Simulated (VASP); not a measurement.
# Al (Fm-3m) in VASP: further runs

Al is run at these levels: PBE; tasks: single point.

Program: VASP 6.6.1. These are calculated values, not measurements. Logs are shortened: lines on timing, memory, paths and dates and some standing lists are left out, and cuts for length are marked.

## 1. The cell of the first run

The structure is cubic, space group Fm-3m (No. 225). Conventional cell: a = 3.846 Å, b = 3.846 Å, c = 3.846 Å, α = 90.00°, β = 90.00°, γ = 90.00°. Within 3.6 Å of Al (site symmetry m-3m) lie 12 Al at 2.72 Å.

## 2. Single point, PBE (Sc replaced by Al, lengths x 0.827, strained)

INCAR

```
PREC     = Accurate       # precision mode
ENCUT    = 520            # plane-wave cutoff, eV
EDIFF    = 1E-6           # SCF threshold, eV
ISMEAR   = 0              # smearing method
SIGMA    = 0.1            # smearing width, eV
LREAL    = False          # projectors in reciprocal space
LASPH    = True           # aspherical terms in the spheres
NELM     = 60             # most SCF steps
ALGO     = Normal         # electronic algorithm
ISIF     = 2              # what is computed and relaxed
LWAVE    = False          # write WAVECAR
LCHARG   = False          # write CHGCAR
GGA      = PE             # functional
NBANDS   = 8              # bands
```

KPOINTS

```
regular mesh
0
Gamma
  8 8 8
```

POSCAR

```
Al
1.0
    0.0000000000      1.9229614833      1.9229614833
    1.9229614833      0.0000000000      1.9229614833
    1.9229614833      1.9229614833      0.0000000000
Al
1
Direct
    0.0000000000      0.0000000000      0.0000000000
```

Potentials or basis: VASP PAW PBE potentials, release 64 (Al).

Launch:

```bash
cat potpaw_PBE.64/Al/POTCAR > POTCAR
mpirun -np 1 vasp_std > vasp.out
```

OUTCAR:

```text
PREC = Accurate
   ENCUT = 520
   EDIFF = 1E-6
   ISMEAR = 0
   LREAL = False
   LASPH = True
   NELM = 60
   ISIF = 2
   GGA = PE

 ion  position               nearest neighbor table
   1  0.000  0.000  0.000-

  LATTYP: Found a face centered cubic cell.
 ALAT       =     3.8459229666

  Lattice vectors:

 A1 = (   0.0000000000,   1.9229614833,   1.9229614833)
 A2 = (   1.9229614833,   0.0000000000,   1.9229614833)
 A3 = (   1.9229614833,   1.9229614833,   0.0000000000)

Analysis of symmetry for initial positions (statically):
=====================================================================
 Subroutine PRICEL returns:
 Original cell was already a primitive cell.

 Routine SETGRP: Setting up the symmetry group for a
 face centered cubic supercell.

 Subroutine GETGRP returns: Found 48 space group operations
 (whereof 48 operations were pure point group operations)
 out of a pool of 48 trial point group operations.

The static configuration has the point symmetry O_h .

Analysis of symmetry for dynamics (positions and initial velocities):
=====================================================================
 Subroutine PRICEL returns:
 Original cell was already a primitive cell.

 Routine SETGRP: Setting up the symmetry group for a
 face centered cubic supercell.

 Subroutine GETGRP returns: Found 48 space group operations
 (whereof 48 operations were pure point group operations)
 out of a pool of 48 trial point group operations.

The dynamic configuration has the point symmetry O_h .

 Subroutine INISYM returns: Found 48 space group operations
 (whereof 48 operations are pure point group operations),
 and found     1 'primitive' translations

----------------------------------------------------------------------------------------

                                     Primitive cell

  volume of cell :      14.2214

  direct lattice vectors                    reciprocal lattice vectors
     0.000000000  1.922961483  1.922961483    -0.260015608  0.260015608  0.260015608
     1.922961483  0.000000000  1.922961483     0.260015608 -0.260015608  0.260015608
     1.922961483  1.922961483  0.000000000     0.260015608  0.260015608 -0.260015608

  length of vectors
     2.719478210  2.719478210  2.719478210     0.450360245  0.450360245  0.450360245

  position of ions in fractional coordinates (direct lattice)
     0.000000000  0.000000000  0.000000000

  ion indices of the primitive-cell ions
   primitive index   ion index
                 1           1

----------------------------------------------------------------------------------------

 KPOINTS: regular mesh

Automatic generation of k-mesh.
 Grid dimensions read from file:
 generate k-points for:    8    8    8

 Generating k-lattice:

  Cartesian coordinates                     Fractional coordinates (reciprocal lattice)
    -0.032501951  0.032501951  0.032501951     0.125000000  0.000000000  0.000000000
     0.032501951 -0.032501951  0.032501951     0.000000000  0.125000000  0.000000000
     0.032501951  0.032501951 -0.032501951     0.000000000  0.000000000  0.125000000

  Length of vectors
     0.056295031  0.056295031  0.056295031

  Shift w.r.t. Gamma in fractional coordinates (k-lattice)
     0.000000000  0.000000000  0.000000000

 Subroutine IBZKPT returns following result:
 ===========================================

 Found     29 irreducible k-points:

 Following reciprocal coordinates:
            Coordinates               Weight
  0.000000  0.000000  0.000000      1.000000
  0.125000  0.000000  0.000000      8.000000
  0.250000  0.000000  0.000000      8.000000
  0.375000  0.000000  0.000000      8.000000
  0.500000  0.000000  0.000000      4.000000
  0.125000  0.125000  0.000000      6.000000
[... 16 lines left out ...]
  0.500000  0.250000  0.125000     48.000000
 -0.375000  0.250000  0.125000     24.000000
 [... further k-points ...]
   k-points           NKPTS =     29   k-points in BZ     NKDIM =     29   number of bands    NBANDS=      8
   number of dos      NEDOS =    301   number of ions     NIONS =      1
   total plane-waves  NPLWV =   8000
   dimension x,y,z NGX =    20 NGY =   20 NGZ =   20
   dimension x,y,z NGXF=    40 NGYF=   40 NGZF=   40
   ions per type =               1
   NGX,Y,Z   is equivalent  to a cutoff of  12.23, 12.23, 12.23 a.u.
   NGXF,Y,Z  is equivalent  to a cutoff of  24.45, 24.45, 24.45 a.u.
 SYSTEM =  unknown system
   PREC   = accura    normal or accurate (medium, high low for compatibility)
   ISTART =      0    job   : 0-new  1-cont  2-samecut
   ICHARG =      2    charge: 1-file 2-atom 10-const
   ISPIN  =      1    spin polarized calculation?
   LNONCOLLINEAR =      F non collinear calculations
   LSORBIT =      F    spin-orbit coupling
   LASPH  =      T    aspherical Exc in radial PAW
   ENCUT  =  520.0 eV  38.22 Ry    6.18 a.u.   5.06  5.06  5.06*2*pi/ulx,y,z
   NELM   =     60;   NELMIN=  2; NELMDL= -5     # of ELM steps
   EDIFF  = 0.1E-05   stopping-criterion for ELM
   LREAL  =      F    real-space projection
   EDIFFG = 0.1E-04   stopping-criterion for IOM
   NSW    =      0    number of steps for IOM
   IBRION =     -1    ionic relax: 0-MD 1-quasi-New 2-CG
   NFREE  =      0    steps in history (QN), initial steepest desc. (CG)
   ISIF   =      2    stress and relaxation
   ISYM   =      2    0-nonsym 1-usesym 2-fastsym
   POTIM  = 0.5000    time-step for ionic-motion
   TEBEG  =    0.0;   TEEND  =   0.0 temperature during run
   PSTRESS=    0.0 pullay stress
   NELECT =       3.0000    total number of electrons
   NUPDOWN=      -1.0000    fix difference up-down
   EMIN   =  10.00;   EMAX   =-10.00  energy-range for DOS
   EFERMI =   0.00;   METHOD = LEGACY
   ISMEAR =     0;   SIGMA  =   0.10  broadening in eV -4-tet -1-fermi 0-gaus
   EFERMI_NEDOS =   21; number of points for ismear=-14 and -15
   IALGO  =     38    algorithm
   IMIX   =      4    mixing-type and parameters
     AMIX     =   0.40;   BMIX     =  1.00
     AMIX_MAG =   1.60;   BMIX_MAG =  1.00
  volume/ion in A,a.u.               =      14.22        95.97
  Fermi-wavevector in a.u.,A,eV,Ry     =   0.974544  1.841621 12.921936  0.949735
  Thomas-Fermi vector in A             =   2.105012
   LORBIT       =      0    0 simple, 1 ext, 2 COOP (PROOUT), +10 PAW based schemes
   GGA     = PE    functional components
   LHFCALC =     F    Hartree Fock is set to
   AEXX    =    0.0000 exact exchange contribution
   IVDW    =     0    specifies the selected vdW correction
   LEPSILON=     F    determine dielectric tensor
   LRPA    =     F    only Hartree local field effects (RPA)
 non-spin polarized calculation
 Gauss-broadening in eV      SIGMA  =   0.10
  energy-cutoff  :      520.00
  volume of cell :       14.22
 maximum number of plane-waves:       392
   NGX = 11   NGY = 11   NGZ = 11

 number of electron       3.0000000 magnetization

 Free energy of the ion-electron system (eV)
  ---------------------------------------------------
  ext. energy  EPLUGINS =         0.00000000
  ---------------------------------------------------
  free energy    TOTEN  =        -3.63822958 eV

  energy without entropy =       -3.63661231  energy(sigma->0) =       -3.63742094

 E-fermi :   9.6426     XC(G=0): -10.7463

 val. band max:        9.5299615904   @ k =  -0.2500   0.5000   0.2500
 cond. band min:       9.7672801475   @ k =   0.5000   0.2500   0.1250
 fundamental gap:      0.2373185571
 Fermi energy:         9.6426344055

 k-point     1 :       0.0000    0.0000    0.0000
  band No.  band energies     occupation
      1      -2.5602      2.00000
      2      23.1185      0.00000
      3      23.1185      0.00000
      4      23.1185      0.00000
      5      25.8118      0.00000
      6      25.8118      0.00000
      7      25.8118      0.00000
      8      27.2278      0.00000

 k-point     2 :       0.1250    0.0000    0.0000
  band No.  band energies     occupation
      1      -2.0923      2.00000
      2      18.6755      0.00000
      3      22.3776      0.00000
      4      22.3776      0.00000
      5      25.9622      0.00000
      6      27.2909      0.00000
      7      27.2909      0.00000
      8      28.7633      0.00000

 k-point     3 :       0.2500    0.0000    0.0000
  band No.  band energies     occupation
      1      -0.6995      2.00000
      2      13.3883      0.00000
      3      21.6375      0.00000
      4      21.6375      0.00000
      5      25.4314      0.00000
      6      25.9243      0.00000
      7      25.9243      0.00000
      8      30.3074      0.00000

 k-point     4 :       0.3750    0.0000    0.0000
  band No.  band energies     occupation
      1       1.5858      2.00000
      2       8.7071      2.00000
      3      21.5167      0.00000
      4      21.5167      0.00000
      5      23.8016      0.00000
      6      23.8016      0.00000
      7      25.3995      0.00000
      8      28.1445      0.00000

 k-point     5 :       0.5000    0.0000    0.0000
  band No.  band energies     occupation
      1       4.4400      2.00000
      2       5.0497      2.00000
      3      21.8134      0.00000
      4      21.8134      0.00000
      5      22.7441      0.00000
      6      22.7441      0.00000
      7      25.7696      0.00000
      8      26.9821      0.00000
[... 177 lines left out ...]
 k-point    22 :       0.3750    0.2500    0.1250
  band No.  band energies     occupation
      1       0.5248      2.00000
      2      13.7101      0.00000
      3      15.5669      0.00000
      4      19.3741      0.00000
      5      22.7891      0.00000
      6      25.4324      0.00000
      7      28.2719      0.00000
      8      32.0117      0.00000

 k-point    23 :       0.5000    0.2500    0.1250
  band No.  band energies     occupation
      1       2.7847      2.00000
      2       9.7673      0.07794
      3      14.6804      0.00000
      4      17.1272      0.00000
      5      23.6893      0.00000
      6      26.0478      0.00000
      7      28.4956      0.00000
      8      32.7784      0.00000

 k-point    24 :      -0.3750    0.2500    0.1250
  band No.  band energies     occupation
      1       5.5816      2.00000
      2       6.2256      2.00000
      3      14.8783      0.00000
      4      16.0485      0.00000
      5      24.4667      0.00000
      6      24.6293      0.00000
      7      32.2328      0.00000
      8      32.3309      0.00000

 [... further k-points ...]
[... 5 lines left out ...]
  --------------------------------------------------------------------------------------
  -------------------------------------------------------------------------------------
  Total        1.4609503      1.4609503      1.4609503     -0.0000000     -0.0000000     -0.0000000
  in kB      164.5903132    164.5903132    164.5903132     -0.0000000     -0.0000000     -0.0000000
  external PRESSURE =     164.5903132 kB  Pullay stress =       0.0000000 kB

 VOLUME and BASIS-vectors are now :
 -----------------------------------------------------------------------------
  energy-cutoff  :      520.00
  volume of cell :       14.22
      direct lattice vectors                 reciprocal lattice vectors
     0.000000000  1.922961483  1.922961483    -0.260015608  0.260015608  0.260015608
     1.922961483  0.000000000  1.922961483     0.260015608 -0.260015608  0.260015608
     1.922961483  1.922961483  0.000000000     0.260015608  0.260015608 -0.260015608

 POSITION                                       TOTAL-FORCE (eV/Angst)
 -----------------------------------------------------------------------------------
      0.00000      0.00000      0.00000        -0.000000     -0.000000      0.000000
 -----------------------------------------------------------------------------------
    total drift:                               -0.000000     -0.000000     -0.000000

  FREE ENERGIE OF THE ION-ELECTRON SYSTEM (eV)
  ---------------------------------------------------
  free  energy   TOTEN  =        -3.6382295788 eV

  energy  without entropy=       -3.6366123088  energy(sigma->0) =       -3.63742094
```

It took 4.3 s on 1 thread of AMD EPYC 9R45 (Zen 5), shared host; peak memory 0.08 GiB.

Results:

```yaml
Free_energy: -3.6382 eV
Pressure: 16.5 GPa
```

Levels at points of the mesh, in eV from the Fermi level:
| k point | band 1 | band 2 | band 3 | band 4 | band 5 | band 6 |
| --- | --- | --- | --- | --- | --- | --- |
| (0.00, 0.00, 0.00) | -12.20 | 13.48 | 13.48 | 13.48 | 16.17 | 16.17 |
| (0.50, 0.00, 0.00) | -5.20 | -4.59 | 12.17 | 12.17 | 13.10 | 13.10 |
| (0.50, 0.50, 0.00) | -3.28 | -1.67 | 5.28 | 6.34 | 6.34 | 10.62 |

Caveat: the cell differs from its parent crystal (Sc replaced by Al, lengths x 0.827, strained).

## 3. Single point, PBE (Sc replaced by Al, lengths x 0.827, strained)

INCAR

```
PREC = Accurate
ENCUT = 520
EDIFF = 1E-7
ISMEAR = 0
SIGMA = 0.1
LREAL = F
LASPH = T
NELM = 80
ALGO = Normal
ISIF = 2
LWAVE = F
LCHARG = T
GGA = PE
LELF = T
LVHAR = T
NBANDS = 8
```

KPOINTS

```
regular mesh
0
Gamma
  18 18 18
```

POSCAR is that of step 2.

Potentials or basis: VASP PAW PBE potentials, release 64 (Al).

Launch:

```bash
cat potpaw_PBE.64/Al/POTCAR > POTCAR
mpirun -np 1 vasp_std > vasp.out
```

Wall time 18 s (1 thread of AMD EPYC 9R45 (Zen 5), shared host); peak memory 0.09 GiB.

It converged, with:

| Quantity | Value |
| --- | --- |
| Free energy | -3.6461 eV |
| Pressure | 16.0 GPa |

Levels at points of the mesh, in eV from the Fermi level:
| k point | band 1 | band 2 | band 3 | band 4 |
| --- | --- | --- | --- | --- |
| (0.00, 0.00, 0.00) | -12.20 | 13.48 | 13.48 | 13.48 |
| (0.50, 0.00, 0.00) | -5.20 | -4.59 | 12.17 | 12.17 |
| (0.50, 0.50, 0.00) | -3.28 | -1.67 | 5.29 | 6.34 |

Caveat: the cell differs from its parent crystal (Sc replaced by Al, lengths x 0.827, strained).
